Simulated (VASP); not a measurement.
# WSe2 in VASP: further runs

Runs on WSe2. Level: PBE+D3(BJ). Tasks: single point.

Everything below comes from runs of VASP 6.6.1. Logs are shortened: lines on timing, memory, paths and dates and some standing lists are left out, and cuts for length are marked.

## (1) The cell of the first run

The cell holds a slab with vacuum, 6 atoms: a = 3.285 Å, b = 3.285 Å, c = 24.239 Å, α = 90.00°, β = 90.00°, γ = 120.00°.

## (2) Single point, PBE+D3(BJ)

INCAR

```
SYSTEM = WSe2
  PREC = Accurate
  ENCUT = 520
  EDIFF = 1E-7
  ISMEAR = 0
  SIGMA = 0.05
  LREAL = .False.
  LASPH = .True.
  NELM = 100
  ALGO = Normal
  ISIF = 2
  LWAVE = .False.
  LCHARG = .False.
  LDIPOL = .True.
  IDIPOL = 3
  DIPOL = 0.5 0.5 0.397
  GGA = PE
  IVDW = 12
  NBANDS = 35
```

KPOINTS

```
regular mesh
0
Gamma
  9 9 1
  0 0 0
```

POSCAR

```
WSe2
1.0
    3.2854928007      0.0000000000      0.0000000000
   -1.6427464003      2.8453202293      0.0000000000
    0.0000000000      0.0000000000     24.2386464730
Se W
4 2
Direct
    0.3333333333      0.6666666667      0.1856539310
    0.3333333333      0.6666666667      0.3246601763
    0.3333333333      0.6666666667      0.4694702425
    0.3333333333      0.6666666667      0.6084764877
    0.6666666667      0.3333333333      0.2551570536
    0.0000000000      1.0000000000      0.5389733651
```

Potentials or basis: VASP PAW PBE potentials, release 64 (Se, W_sv).

Started as:

```
$ cat potpaw_PBE.64/Se/POTCAR potpaw_PBE.64/W_sv/POTCAR > POTCAR
$ mpirun -np 1 vasp_std > vasp.out
```

OUTCAR:

```text
SYSTEM = WSe2
   PREC = Accurate
   ENCUT = 520
   EDIFF = 1E-7
   ISMEAR = 0
   LREAL = .False.
   LASPH = .True.
   NELM = 100
   ISIF = 2
   GGA = PE
   IVDW = 12
 IVDW          = 12

 ion  position               nearest neighbor table
   1  0.333  0.667  0.186-   5 2.54   5 2.54   5 2.54
   2  0.333  0.667  0.325-   5 2.54   5 2.54   5 2.54
   3  0.333  0.667  0.469-   6 2.54   6 2.54   6 2.54
   4  0.333  0.667  0.608-   6 2.54   6 2.54   6 2.54
   5  0.667  0.333  0.255-   1 2.54   1 2.54   1 2.54   2 2.54   2 2.54   2 2.54
   6  0.000  0.000  0.539-   3 2.54   4 2.54   3 2.54   4 2.54   3 2.54   4 2.54

  LATTYP: Found a hexagonal cell.
 ALAT       =     3.2854928007
 C/A-ratio  =     7.3774766659

  Lattice vectors:

 A1 = (   3.2854928007,   0.0000000000,   0.0000000000)
 A2 = (  -1.6427464003,   2.8453202293,   0.0000000000)
 A3 = (   0.0000000000,   0.0000000000,  24.2386464730)

Analysis of symmetry for initial positions (statically):
=====================================================================
 Subroutine PRICEL returns:
 Original cell was already a primitive cell.

 Routine SETGRP: Setting up the symmetry group for a
 hexagonal supercell.

 Subroutine GETGRP returns: Found 12 space group operations
 (whereof  6 operations were pure point group operations)
 out of a pool of 24 trial point group operations.

The static configuration has the point symmetry C_3v.
 The point group associated with its full space group is D_3d.

Analysis of symmetry for dynamics (positions and initial velocities):
=====================================================================
 Subroutine PRICEL returns:
 Original cell was already a primitive cell.

 Routine SETGRP: Setting up the symmetry group for a
 hexagonal supercell.

 Subroutine GETGRP returns: Found 12 space group operations
 (whereof  6 operations were pure point group operations)
 out of a pool of 24 trial point group operations.

The dynamic configuration has the point symmetry C_3v.
 The point group associated with its full space group is D_3d.

 Subroutine INISYM returns: Found 12 space group operations
 (whereof  6 operations are pure point group operations),
 and found     1 'primitive' translations

----------------------------------------------------------------------------------------

                                     Primitive cell

  volume of cell :     226.5896

  direct lattice vectors                    reciprocal lattice vectors
     3.285492801  0.000000000  0.000000000     0.304368343  0.175727145  0.000000000
    -1.642746400  2.845320229  0.000000000     0.000000000  0.351454290  0.000000000
     0.000000000  0.000000000 24.238646473     0.000000000  0.000000000  0.041256429

  length of vectors
     3.285492801  3.285492801 24.238646473     0.351454290  0.351454290  0.041256429

  position of ions in fractional coordinates (direct lattice)
     0.333333333  0.666666667  0.185653931
     0.333333333  0.666666667  0.324660176
     0.333333333  0.666666667  0.469470243
     0.333333333  0.666666667  0.608476488
     0.666666667  0.333333333  0.255157054
     0.000000000  0.000000000  0.538973365

  ion indices of the primitive-cell ions
   primitive index   ion index
                 1           1
                 2           2
                 3           3
                 4           4
                 5           5
                 6           6

----------------------------------------------------------------------------------------

 KPOINTS: regular mesh

Automatic generation of k-mesh.
 Grid dimensions read from file:
 generate k-points for:    9    9    1

 Generating k-lattice:

  Cartesian coordinates                     Fractional coordinates (reciprocal lattice)
     0.033818705  0.019525238  0.000000000     0.111111111  0.000000000  0.000000000
     0.000000000  0.039050477  0.000000000     0.000000000  0.111111111  0.000000000
     0.000000000  0.000000000  0.041256429     0.000000000  0.000000000  1.000000000

  Length of vectors
     0.039050477  0.039050477  0.041256429

  Shift w.r.t. Gamma in fractional coordinates (k-lattice)
     0.000000000  0.000000000  0.000000000

 Subroutine IBZKPT returns following result:
 ===========================================

 Found     12 irreducible k-points:

 Following reciprocal coordinates:
            Coordinates               Weight
  0.000000  0.000000  0.000000      1.000000
  0.111111  0.000000  0.000000      6.000000
  0.222222  0.000000  0.000000      6.000000
  0.333333  0.000000  0.000000      6.000000
  0.444444  0.000000  0.000000      6.000000
  0.111111  0.111111  0.000000      6.000000
  0.222222  0.111111  0.000000     12.000000
  0.333333  0.111111  0.000000     12.000000
  0.444444  0.111111  0.000000      6.000000
  0.222222  0.222222  0.000000      6.000000
  0.333333  0.222222  0.000000     12.000000
  0.333333  0.333333  0.000000      2.000000
   k-points           NKPTS =     12   k-points in BZ     NKDIM =     12   number of bands    NBANDS=     35
   number of dos      NEDOS =    301   number of ions     NIONS =      6
   total plane-waves  NPLWV = 103680
   dimension x,y,z NGX =    24 NGY =   24 NGZ =  180
   dimension x,y,z NGXF=    48 NGYF=   48 NGZF=  360
   ions per type =               4   2
   NGX,Y,Z   is equivalent  to a cutoff of  12.14, 12.14, 12.35 a.u.
   NGXF,Y,Z  is equivalent  to a cutoff of  24.29, 24.29, 24.69 a.u.
 SYSTEM =  WSe2
   PREC   = accura    normal or accurate (medium, high low for compatibility)
   ISTART =      0    job   : 0-new  1-cont  2-samecut
   ICHARG =      2    charge: 1-file 2-atom 10-const
   ISPIN  =      1    spin polarized calculation?
   LNONCOLLINEAR =      F non collinear calculations
   LSORBIT =      F    spin-orbit coupling
   LASPH  =      T    aspherical Exc in radial PAW
   ENCUT  =  520.0 eV  38.22 Ry    6.18 a.u.   6.11  6.11 45.07*2*pi/ulx,y,z
   NELM   =    100;   NELMIN=  2; NELMDL= -5     # of ELM steps
   EDIFF  = 0.1E-06   stopping-criterion for ELM
   LREAL  =      F    real-space projection
   EDIFFG = 0.1E-05   stopping-criterion for IOM
   NSW    =      0    number of steps for IOM
   IBRION =     -1    ionic relax: 0-MD 1-quasi-New 2-CG
   NFREE  =      0    steps in history (QN), initial steepest desc. (CG)
   ISIF   =      2    stress and relaxation
   ISYM   =      2    0-nonsym 1-usesym 2-fastsym
   POTIM  = 0.5000    time-step for ionic-motion
   TEBEG  =    0.0;   TEEND  =   0.0 temperature during run
   PSTRESS=    0.0 pullay stress
   NELECT =      52.0000    total number of electrons
   NUPDOWN=      -1.0000    fix difference up-down
   EMIN   =  10.00;   EMAX   =-10.00  energy-range for DOS
   EFERMI =   0.00;   METHOD = LEGACY
   ISMEAR =     0;   SIGMA  =   0.05  broadening in eV -4-tet -1-fermi 0-gaus
   EFERMI_NEDOS =   21; number of points for ismear=-14 and -15
   IALGO  =     38    algorithm
   IMIX   =      4    mixing-type and parameters
     AMIX     =   0.40;   BMIX     =  1.00
     AMIX_MAG =   1.60;   BMIX_MAG =  1.00
  volume/ion in A,a.u.               =      37.76       254.85
  Fermi-wavevector in a.u.,A,eV,Ry     =   1.002296  1.894065 13.668372  1.004597
  Thomas-Fermi vector in A             =   2.134774
   LORBIT       =      0    0 simple, 1 ext, 2 COOP (PROOUT), +10 PAW based schemes
   GGA     = PE    functional components
   LHFCALC =     F    Hartree Fock is set to
   AEXX    =    0.0000 exact exchange contribution
   IVDW    =    12    specifies the selected vdW correction
   LEPSILON=     F    determine dielectric tensor
   LRPA    =     F    only Hartree local field effects (RPA)
 non-spin polarized calculation
 Gauss-broadening in eV      SIGMA  =   0.05
  energy-cutoff  :      520.00
  volume of cell :      226.59
 maximum number of plane-waves:      6144
   NGX = 13   NGY = 13   NGZ = 91

 dipolmoment           0.000000      0.000000      0.000023 electrons x Angstroem

 number of electron      51.9999987 magnetization

 dipolmoment           0.000000      0.000000     -0.000001 electrons x Angstroem

 Free energy of the ion-electron system (eV)
  ---------------------------------------------------
  ext. energy  EPLUGINS =         0.00000000
  ---------------------------------------------------
  free energy    TOTEN  =       -43.15242105 eV

  energy without entropy =      -43.15242105  energy(sigma->0) =      -43.15242105

 E-fermi :   1.2439     XC(G=0):  -6.2537

 val. band max:        0.8594377829   @ k =   0.3333   0.3333   0.0000
 cond. band min:       2.4130701783   @ k =   0.2222   0.1111   0.0000
 fundamental gap:      1.5536323954
 Fermi energy:         1.2439407839

 k-point     1 :       0.0000    0.0000    0.0000
  band No.  band energies     occupation
      1     -73.1745      2.00000
      2     -73.1745      2.00000
      3     -37.4224      2.00000
      4     -37.4223      2.00000
      5     -37.2851      2.00000
      6     -37.2851      2.00000
[... 27 lines left out ...]
     34       4.0500      0.00000
     35       5.1952      0.00000

 k-point     2 :       0.1111    0.0000    0.0000
  band No.  band energies     occupation
      1     -73.1733      2.00000
      2     -73.1733      2.00000
      3     -37.4171      2.00000
      4     -37.4171      2.00000
      5     -37.3129      2.00000
      6     -37.3129      2.00000
[... 27 lines left out ...]
     34       4.1871      0.00000
     35       5.6121      0.00000
[... 340 lines left out ...]
     34       5.6785      0.00000
     35       6.0993      0.00000

 k-point    12 :       0.3333    0.3333    0.0000
  band No.  band energies     occupation
      1     -73.1628      2.00000
      2     -73.1628      2.00000
      3     -37.4596      2.00000
      4     -37.4596      2.00000
      5     -37.4361      2.00000
      6     -37.4361      2.00000
[... 27 lines left out ...]
     34       6.0949      0.00000
     35       6.4659      0.00000

------------------------ aborting loop because EDIFF is reached ----------------------------------------

 vacuum level on the upper side and lower side of the slab       (xc-potential included)        -0.091        -0.091

 Edisp (eV)   -2.31969

 E8    (eV) :    -1.0658

  FORCE on cell =-STRESS in cart. coord.  units (eV):
  Direction    XX          YY          ZZ          XY          YZ          ZX
  --------------------------------------------------------------------------------------
  -------------------------------------------------------------------------------------
  Total      -0.00464    -0.00464     0.41717    -0.00000    -0.00000     0.00000
  in kB      -0.03278    -0.03278     2.94977    -0.00000    -0.00000     0.00000
  external pressure =        0.96 kB  Pullay stress =        0.00 kB

 VOLUME and BASIS-vectors are now :
 -----------------------------------------------------------------------------
  energy-cutoff  :      520.00
  volume of cell :      226.59
      direct lattice vectors                 reciprocal lattice vectors
     3.285492801  0.000000000  0.000000000     0.304368343  0.175727145  0.000000000
    -1.642746400  2.845320229  0.000000000     0.000000000  0.351454290  0.000000000
     0.000000000  0.000000000 24.238646473     0.000000000  0.000000000  0.041256429

 POSITION                                       TOTAL-FORCE (eV/Angst)
 -----------------------------------------------------------------------------------
     -0.00000      1.89688      4.50000        -0.000000     -0.000000     -0.039486
     -0.00000      1.89688      7.86932         0.000000     -0.000000     -0.022909
     -0.00000      1.89688     11.37932        -0.000000      0.000000      0.022909
     -0.00000      1.89688     14.74865         0.000000     -0.000000      0.039486
      1.64275      0.94844      6.18466        -0.000000     -0.000000      0.002661
      0.00000      0.00000     13.06398         0.000000      0.000000     -0.002661
 -----------------------------------------------------------------------------------
    total drift:                               -0.000000     -0.000000     -0.000021

  FREE ENERGIE OF THE ION-ELECTRON SYSTEM (eV)
  ---------------------------------------------------
  free  energy   TOTEN  =       -45.4721062478 eV

  energy  without entropy=      -45.4721062478  energy(sigma->0) =      -45.47210625

 vacuum level on the upper side and lower side of the slab         5.859         5.860
```

It took 85 s on 1 thread of Intel Xeon 6975P-C (Granite Rapids), shared host; peak memory 0.35 GiB.

Results:

| Quantity | Value |
| --- | --- |
| Free energy | -45.4721 eV |
| Largest force | 0.039 eV/Å |
| Band gap on the k mesh | 1.55 eV, indirect (least direct gap 1.67 eV) |
| Dispersion energy per atom | -0.387 eV |

Forces in eV/Å, atoms in the order of the input:
```
Se   0.000  0.000 -0.039
Se   0.000  0.000 -0.023
Se   0.000  0.000  0.023
Se   0.000  0.000  0.039
W    0.000  0.000  0.003
W    0.000  0.000 -0.003
```

Caveat: spin-orbit coupling is left out, which moves the levels of the heavy elements.

(Part 1 of 2 ends here.)
